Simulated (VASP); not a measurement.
**I: single point with LDA**

The system is I.

```
CELL_PARAMETERS angstrom
0.00000 2.49177 2.49177
2.49177 0.00000 2.49177
2.49177 2.49177 0.00000
ATOMIC_POSITIONS crystal
I 0.00000 0.00000 0.00000
```

- Program: VASP 6.6.1
- Task: single point
- Functional: LDA
- Potentials or basis: VASP PAW LDA potentials, release 64 (I)
- Cutoff: 520 eV
- k mesh: 14 × 14 × 14
- Occupations: fermi-dirac, width 0.05 eV
- Spin: no spin polarisation
- Dipole correction: no
- Further INCAR settings: ALGO = Normal; EDIFF = 1e-06; NBANDS = 10

The pressure is -0.1 GPa.

Levels at points of the mesh, in eV from the Fermi level:
| k point | band 1 | band 2 | band 3 | band 4 | band 5 | band 6 | band 7 | band 8 |
| --- | --- | --- | --- | --- | --- | --- | --- | --- |
| (0.00, 0.00, 0.00) | -14.30 | 1.27 | 1.27 | 1.27 | 7.79 | 9.62 | 9.62 | 9.62 |
| (0.50, 0.00, 0.00) | -12.41 | -5.49 | 0.37 | 0.37 | 6.50 | 8.98 | 8.98 | 10.74 |
| (0.50, 0.50, 0.00) | -11.71 | -4.93 | -1.41 | -1.41 | 4.25 | 5.07 | 17.61 | 17.65 |

Run time: 8.7 s on 1 thread of Intel(R) Xeon(R) 6975P-C (Granite Rapids) (shared host), peak memory 0.15 GiB.

Caveat: spin-orbit coupling is left out, which moves the levels of the heavy elements; an odd number of electrons without spin polarisation forces a metal; a magnetic or distorted state may lie lower.
